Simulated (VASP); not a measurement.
A run of VASP 6.6.1 is set up as follows.

INCAR

```
SYSTEM = SiNi
ALGO = Normal
EDIFF = 1E-7
ENCUT = 520
GGA = PE
ISIF = 2
ISMEAR = 0
LASPH = .TRUE.
LCHARG = .TRUE.
LELF = .TRUE.
LREAL = .FALSE.
LVHAR = .TRUE.
LWAVE = .FALSE.
NBANDS = 38
NELM = 60
PREC = Accurate
SIGMA = 0.05
```

The input KPOINTS:

```
k-points
0
G
  8 10 6
  0 0 0
```

File POSCAR:

```
SiNi
1.0
    5.1512635175      0.0000000000      0.0000000000
    0.0000000000      3.3777567876      0.0000000000
    0.0000000000      0.0000000000      5.6187264731
Si Ni
4 4
Direct
    0.3213548306      0.7500000000      0.0841685872
    0.1786451694      0.2500000000      0.5841685872
    0.8213548306      0.7500000000      0.4158314128
    0.6786451694      0.2500000000      0.9158314128
    0.0083050210      0.2500000000      0.1884531108
    0.4916949790      0.7500000000      0.6884531108
    0.5083050210      0.2500000000      0.3115468892
    0.9916949790      0.7500000000      0.8115468892
```

Potentials or basis: VASP PAW PBE potentials, release 64 (Si, Ni).

Run with:

```bash
$ cat potpaw_PBE.64/Si/POTCAR potpaw_PBE.64/Ni/POTCAR > POTCAR
$ mpirun -np 1 vasp_std > vasp.out
```

(1) What does it give for the pressure?

(2) Predict the band gap on the k mesh.

(3) Predict the largest force.

Results:

(1) 0.0 GPa.

(2) zero (bands 28 and 29 overlap by 1.81 eV).

(3) 0.011 eV/Å.
